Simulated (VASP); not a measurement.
Here is a VASP 6.6.1 calculation.

The input INCAR:

```
ALGO = Normal
EDIFF = 1E-6
ENCUT = 520
GGA = PE
GGA_COMPAT = False
ISIF = 2
ISMEAR = -1
ISPIN = 2
LASPH = True
LCHARG = True
LELF = True
LORBIT = 11
LREAL = Auto
LVHAR = True
LWAVE = False
MAGMOM = 0.01 0 0 0 0.01 0 0 0 0.01 0 0.02 0 0 0 0 0 0.03 0 0 0.05 0.03 0.01 0 0.04 0.03 0 0.01 0.05 0.01 0 0 0.05 0.42
NBANDS = 90
NELM = 200
NUPDOWN = 1.0
PREC = Accurate
SIGMA = 0.01
```

File KPOINTS:

```
Automatic mesh
0
Gamma
  1 1 1
  0.25 0.25 0.25
```

File POSCAR:

```
Si16HC16
1.0
    6.1882622213      0.0000000589      0.0000000000
   -3.0941311616      5.3591922595      0.0000000000
    0.0000000000      0.0000000000     10.1293014700
Si C H
16 16 1
Direct
    0.3323292991      0.1667685907      0.9378347353
    0.1650277227      0.3342296103      0.4372699696
   -0.0004897142     -0.0019625910      0.6863074681
   -0.0020574563      0.0000570181      0.1883345262
    0.3324922649      0.6624358544      0.9373975314
    0.1651356230      0.8342218823      0.4369766769
   -0.0007830373      0.4994039537      0.6860661037
   -0.0020446446      0.5007871805      0.1881900076
    0.8363759177      0.1667364567      0.9374032345
    0.6647755752      0.3336349333      0.4369739433
    0.4996042097     -0.0011725209      0.6860488944
    0.4982750051      0.0004497465      0.1865491462
    0.8338197177      0.6654190771      0.9379010433
    0.6649779273      0.8341748657      0.4369916136
    0.5005487533      0.4990604623      0.6863015812
    0.4989214383      0.5006448985      0.1883941529
    0.3343597306      0.1639966359      0.7488664952
    0.1640857519      0.3348355865      0.2502003515
   -0.0009158714     -0.0000836790      0.5000472488
   -0.0023702127     -0.0038719726      0.0027265027
    0.3346012871      0.6659899273      0.7485053538
    0.1646858772      0.8350814431      0.2502467132
   -0.0010959792      0.5002690614      0.4999267563
   -0.0017780738      0.5013672009      0.0022695079
    0.8325995251      0.1642613963      0.7484585811
    0.6638183190      0.3340895323      0.2503467578
    0.4990802930     -0.0001714801      0.5000215471
    0.4996881035     -0.0005326149      0.0001122719
    0.8338721406      0.6648164471      0.7499475878
    0.6639286100      0.8349912765      0.2503340232
    0.4995158962      0.5001934358      0.5000605441
    0.5033590276      0.5012774092      0.0028664698
    0.1673078949      0.3335764250      0.8624163113
```

Potentials or basis: VASP PAW PBE potentials, release 64 (Si, C, H).

The run is started by

```console
$ cat potpaw_PBE.64/Si/POTCAR potpaw_PBE.64/C/POTCAR potpaw_PBE.64/H/POTCAR > POTCAR
$ mpirun -np 1 vasp_std > vasp.out
```

(1) What does it give for the largest force?

(2) What does it give for the pressure?

## Answers

(1) 0.192 eV/Å.

(2) -0.1 GPa.

Caveat: the k points lie up to 0.59 Å⁻¹ apart; the total moment is fixed, so each spin has its own Fermi level and the state may be an excited one.
